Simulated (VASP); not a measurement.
# Cu (I4/mmm) in VASP: notebook

Cu is run at these levels: PBE; tasks: single point, relaxation of shape and atoms at fixed volume.

Program: VASP 6.6.1. These are calculated values, not measurements. Logs are shortened: lines on timing, memory, paths and dates and some standing lists are left out, and cuts for length are marked.

### 1 The cell of the first run

The typed cell holds 1 atom: a = 2.617 Å, b = 2.617 Å, c = 2.617 Å, α = 120.02°, β = 120.02°, γ = 89.96°.

### 2 Single point, PBE (12.67 Å³/atom)

INCAR

```
ALGO = Fast
EDIFF = 1E-7
ENCUT = 520
GGA = PE
ISIF = 2
ISMEAR = 0
LASPH = True
LCHARG = True
LELF = True
LREAL = False
LVHAR = True
LWAVE = False
NBANDS = 12
NELM = 80
PREC = Accurate
SIGMA = 0.1
```

KPOINTS

```
k-points
0
Gamma
  30 30 30
```

POSCAR

```
Cu
1.0
   -1.3080378489      1.3080378489      1.8510685435
    1.3080378489     -1.3080378489      1.8510685435
    1.3080378489      1.3080378489     -1.8510685435
Cu
1
Direct
    0.0000000000      0.0000000000      0.0000000000
```

Potentials or basis: VASP PAW PBE potentials, release 64 (Cu).

Command:

```console
> cat potpaw_PBE.64/Cu/POTCAR > POTCAR
> mpirun -np 1 vasp_std > vasp.out
```

OUTCAR:

```text
EDIFF = 1E-7
   ENCUT = 520
   GGA = PE
   ISIF = 2
   ISMEAR = 0
   LASPH = True
   LREAL = False
   NELM = 80
   PREC = Accurate

 ion  position               nearest neighbor table
   1  0.000  0.000  0.000-

  LATTYP: Found a body centered tetragonal cell.
 ALAT       =     2.6160756978
 C/A-ratio  =     1.4151490686

  Lattice vectors:

 A1 = (  -1.3080378489,   1.3080378489,   1.8510685435)
 A2 = (   1.3080378489,  -1.3080378489,   1.8510685435)
 A3 = (   1.3080378489,   1.3080378489,  -1.8510685435)

Analysis of symmetry for initial positions (statically):
=====================================================================
 Subroutine PRICEL returns:
 Original cell was already a primitive cell.

 Routine SETGRP: Setting up the symmetry group for a
 body centered tetragonal supercell.

 Subroutine GETGRP returns: Found 16 space group operations
 (whereof 16 operations were pure point group operations)
 out of a pool of 16 trial point group operations.

The static configuration has the point symmetry D_4h.

Analysis of symmetry for dynamics (positions and initial velocities):
=====================================================================
 Subroutine PRICEL returns:
 Original cell was already a primitive cell.

 Routine SETGRP: Setting up the symmetry group for a
 body centered tetragonal supercell.

 Subroutine GETGRP returns: Found 16 space group operations
 (whereof 16 operations were pure point group operations)
 out of a pool of 16 trial point group operations.

The dynamic configuration has the point symmetry D_4h.

 Subroutine INISYM returns: Found 16 space group operations
 (whereof 16 operations are pure point group operations),
 and found     1 'primitive' translations

----------------------------------------------------------------------------------------

                                     Primitive cell

  volume of cell :      12.6684

  direct lattice vectors                    reciprocal lattice vectors
    -1.308037849  1.308037849  1.851068544     0.000000000  0.382251936  0.270114255
     1.308037849 -1.308037849  1.851068544     0.382251936  0.000000000  0.270114255
     1.308037849  1.308037849 -1.851068544     0.382251936  0.382251936  0.000000000

  length of vectors
     2.616941111  2.616941111  2.616941111     0.468057959  0.468057959  0.540585872

  position of ions in fractional coordinates (direct lattice)
     0.000000000  0.000000000  0.000000000

[... 83 lines left out ...]
   POTIM  = 0.5000    time-step for ionic-motion
   TEBEG  =    0.0;   TEEND  =   0.0 temperature during run
   PSTRESS=    0.0 pullay stress
   NELECT =      11.0000    total number of electrons
   NUPDOWN=      -1.0000    fix difference up-down
   EMIN   =  10.00;   EMAX   =-10.00  energy-range for DOS
   EFERMI =   0.00;   METHOD = LEGACY
   ISMEAR =     0;   SIGMA  =   0.10  broadening in eV -4-tet -1-fermi 0-gaus
   EFERMI_NEDOS =   21; number of points for ismear=-14 and -15
   IALGO  =     68    algorithm
   IMIX   =      4    mixing-type and parameters
     AMIX     =   0.40;   BMIX     =  1.00
     AMIX_MAG =   1.60;   BMIX_MAG =  1.00
  volume/ion in A,a.u.               =      12.67        85.49
  Fermi-wavevector in a.u.,A,eV,Ry     =   1.561821  2.951414 33.188500  2.439286
  Thomas-Fermi vector in A             =   2.664830
   LORBIT       =      0    0 simple, 1 ext, 2 COOP (PROOUT), +10 PAW based schemes
   GGA     = PE    functional components
   LHFCALC =     F    Hartree Fock is set to
   AEXX    =    0.0000 exact exchange contribution
   IVDW    =     0    specifies the selected vdW correction
   LEPSILON=     F    determine dielectric tensor
   LRPA    =     F    only Hartree local field effects (RPA)
 non-spin polarized calculation
 RMM-DIIS sequential band-by-band and
 Gauss-broadening in eV      SIGMA  =   0.10
  energy-cutoff  :      520.00
  volume of cell :       12.67
 maximum number of plane-waves:       350
   NGX =  9   NGY =  9   NGZ =  9

 number of electron      10.9999990 magnetization

 Free energy of the ion-electron system (eV)
  ---------------------------------------------------
  ext. energy  EPLUGINS =         0.00000000
  ---------------------------------------------------
  free energy    TOTEN  =        -3.71473698 eV

  energy without entropy =       -3.71340300  energy(sigma->0) =       -3.71406999

 E-fermi :   6.7731     XC(G=0): -12.3241

 val. band max:        6.7704599961   @ k =  -0.4000  -0.4333   0.4000
 cond. band min:       6.7802551445   @ k =  -0.4333   0.4000   0.0000
 fundamental gap:      0.0097951484
 Fermi energy:         6.7730845160

 k-point     1 :       0.0000    0.0000    0.0000
  band No.  band energies     occupation
      1      -2.0828      2.00000
      2       3.9226      2.00000
      3       3.9255      2.00000
      4       3.9255      2.00000
      5       4.6598      2.00000
      6       4.6626      2.00000
      7      28.7773      0.00000
      8      30.8846      0.00000
      9      30.8859      0.00000
     10      30.8859      0.00000
     11      33.3411      0.00000
     12      33.3417      0.00000
[... 331 lines left out ...]
 k-point    24 :       0.2667    0.0333    0.0000
  band No.  band energies     occupation
      1       0.3870      2.00000
      2       3.7119      2.00000
      3       4.0463      2.00000
      4       4.0580      2.00000
      5       4.7400      2.00000
      6       4.8688      2.00000
      7      17.3641      0.00000
      8      26.7523      0.00000
      9      28.8784      0.00000
     10      29.3209      0.00000
     11      32.6468      0.00000
     12      33.6889      0.00000

 [... further k-points ...]

------------------------ aborting loop because EDIFF is reached ----------------------------------------

  FORCE on cell =-STRESS in cart. coord.  units (eV):
  Direction    XX          YY          ZZ          XY          YZ          ZX
  --------------------------------------------------------------------------------------
  -------------------------------------------------------------------------------------
  Total       -0.5175698     -0.5175698     -0.5198930      0.0000000      0.0000000      0.0000000
  in kB      -65.4570398    -65.4570398    -65.7508564      0.0000000      0.0000000      0.0000000
  external PRESSURE =     -65.5549787 kB  Pullay stress =       0.0000000 kB

 VOLUME and BASIS-vectors are now :
 -----------------------------------------------------------------------------
  energy-cutoff  :      520.00
  volume of cell :       12.67
      direct lattice vectors                 reciprocal lattice vectors
    -1.308037849  1.308037849  1.851068544     0.000000000  0.382251936  0.270114255
     1.308037849 -1.308037849  1.851068544     0.382251936  0.000000000  0.270114255
     1.308037849  1.308037849 -1.851068544     0.382251936  0.382251936  0.000000000

 POSITION                                       TOTAL-FORCE (eV/Angst)
 -----------------------------------------------------------------------------------
      0.00000      0.00000      0.00000        -0.000000     -0.000000     -0.000000
 -----------------------------------------------------------------------------------
    total drift:                                0.000000     -0.000000      0.000000

  FREE ENERGIE OF THE ION-ELECTRON SYSTEM (eV)
  ---------------------------------------------------
  free  energy   TOTEN  =        -3.7147369837 eV

  energy  without entropy=       -3.7134029955  energy(sigma->0) =       -3.71406999
```

It took 3.3 min on 1 thread of Intel Xeon 6975P-C (Granite Rapids), shared host; peak memory 0.38 GiB.

Results:

```
Free energy            : -3.7147 eV
Pressure               : -6.6 GPa
Band gap on the k mesh : zero (an odd number of electrons rules out a gap without spin polarisation)
```

Caveat: the cell stands under tension.

### 3 Single point, PBE (13.15 Å³/atom)

This run uses another cell than the first one, of 13.15 Å³/atom.

INCAR

```
ALGO = Fast
EDIFF = 1E-6
ENCUT = 520
GGA = PE
ISIF = 2
ISMEAR = 0
LASPH = T
LCHARG = T
LELF = T
LREAL = F
LVHAR = T
LWAVE = F
NBANDS = 12
NELM = 100
PREC = Accurate
SIGMA = 0.1
```

KPOINTS is that of step 2.

POSCAR

```
Cu
1.0
   -1.3242884279      1.3242884279      1.8740655352
    1.3242884279     -1.3242884279      1.8740655352
    1.3242884279      1.3242884279     -1.8740655352
Cu
1
Direct
    0.0000000000      0.0000000000      0.0000000000
```

Potentials or basis: VASP PAW PBE potentials, release 64 (Cu).

Command:

```console
> cat potpaw_PBE.64/Cu/POTCAR > POTCAR
> mpirun -np 1 vasp_std > vasp.out
```

It took 2.7 min on 1 thread of Intel Xeon 6975P-C (Granite Rapids), shared host; peak memory 0.39 GiB.

Results (log left out):

```yaml
Free_energy: -3.6900 eV
Pressure: -9.7 GPa
Band_gap_on_the_k_mesh: zero (an odd number of electrons rules out a gap without spin polarisation)
```

Levels at points of the mesh, in eV from the Fermi level:
| k point | band 3 | band 4 | band 5 | band 6 | band 7 | band 8 | band 9 | band 10 |
| --- | --- | --- | --- | --- | --- | --- | --- | --- |
| (0.00, 0.00, 0.00) | -2.75 | -2.75 | -2.06 | -2.05 | 21.70 | 23.53 | 23.54 | 23.54 |
| (0.50, 0.00, 0.00) | -2.77 | -1.57 | -1.57 | -0.73 | 3.22 | 20.25 | 20.42 | 20.44 |
| (0.50, 0.50, 0.00) | -1.59 | -1.45 | -1.45 | 1.55 | 6.37 | 12.24 | 12.24 | 16.49 |
| (0.50, 0.50, 0.50) | -1.59 | -1.45 | -1.45 | 1.54 | 6.35 | 12.26 | 12.26 | 16.50 |

Caveat: the cell stands under tension.

### 4 Relaxation of shape and atoms at fixed volume, PBE (10.52 Å³/atom)

This run uses another cell than the first one, of 10.52 Å³/atom.

INCAR

```
SYSTEM = Cu
  PREC = Accurate
  ENCUT = 600
  EDIFF = 1E-7
  ISMEAR = 0
  SIGMA = 0.1
  LREAL = .FALSE.
  LASPH = .TRUE.
  NELM = 60
  ALGO = Fast
  ISIF = 4
  LWAVE = .FALSE.
  LCHARG = .FALSE.
  GGA = PE
  IBRION = 2
  NSW = 50
  EDIFFG = -0.01
```

KPOINTS

```
Automatic mesh
0
G
  30 30 30
  0 0 0
```

POSCAR

```
Cu
1.0
   -1.2293604759      1.2293604759      1.7397283324
    1.2293604759     -1.2293604759      1.7397283324
    1.2293604759      1.2293604759     -1.7397283324
Cu
1
Direct
    0.0000000000      0.0000000000      0.0000000000
```

Command:

```console
> cat potpaw_PBE.64/Cu/POTCAR > POTCAR
> mpirun -np 1 vasp_std > vasp.out
```

Wall time 2.8 min (1 thread of Oxide Virtual Turin-like, shared host); peak memory 0.32 GiB.

The run converged. Its results:

- Free energy: -3.6252 eV
- Pressure after relaxing: 26.2 GPa
- Band gap on the k mesh: zero (an odd number of electrons rules out a gap without spin polarisation)

Final structure:
```cif
data_structure
_symmetry_space_group_name_H-M 'P 1'
_symmetry_Int_Tables_number 1
_cell_length_a 2.4595
_cell_length_b 2.4595
_cell_length_c 2.4595
_cell_angle_alpha 120.022
_cell_angle_beta 120.022
_cell_angle_gamma 89.962
_cell_volume 10.52
loop_
_atom_site_label
_atom_site_type_symbol
_atom_site_fract_x
_atom_site_fract_y
_atom_site_fract_z
_atom_site_occupancy
Cu1 Cu 0.00000 0.00000 0.00000 1
```

Levels at points of the mesh, in eV from the Fermi level:
| k point | band 4 | band 5 | band 6 | band 7 | band 8 | band 9 |
| --- | --- | --- | --- | --- | --- | --- |
| (0.00, 0.00, 0.00) | -3.45 | -2.47 | -2.47 | 23.47 | 27.04 | 27.05 |
| (0.50, 0.00, 0.00) | -1.79 | -1.79 | -1.40 | 4.34 | 21.91 | 23.90 |
| (0.50, 0.50, 0.00) | -1.62 | -1.62 | 1.38 | 7.93 | 13.96 | 13.97 |
| (0.50, 0.50, 0.50) | -1.62 | -1.62 | 1.36 | 7.91 | 13.98 | 13.98 |

### 5 The runs side by side

```tsv
task	cell	cutoff (eV)	gap on the mesh (eV)	pressure (GPa)
single point	a = 2.617 Å, angles 120.0, 120.0, 90.0°, 1 atom	520	none	-6.6
single point	a = 2.649 Å, angles 120.0, 120.0, 90.0°, 1 atom	520	none	-9.7
relaxation of shape and atoms at fixed volume	relaxed from a = 2.460 Å, angles 120.0, 120.0, 90.0°, 1 atom	600	none	26.2
```

Alike in all rows: level PBE; potentials or basis VASP PAW PBE potentials, release 64 (Cu); no spin polarisation; k mesh 30 × 30 × 30; smearing gaussian 0.1 eV.

Caveats: the cell stands under tension (at least some runs).

Total energies depend on the potentials used, so only differences within one code and one set of settings carry meaning.

The gap in the log of VASP goes by the Fermi energy; the results here count the filled bands.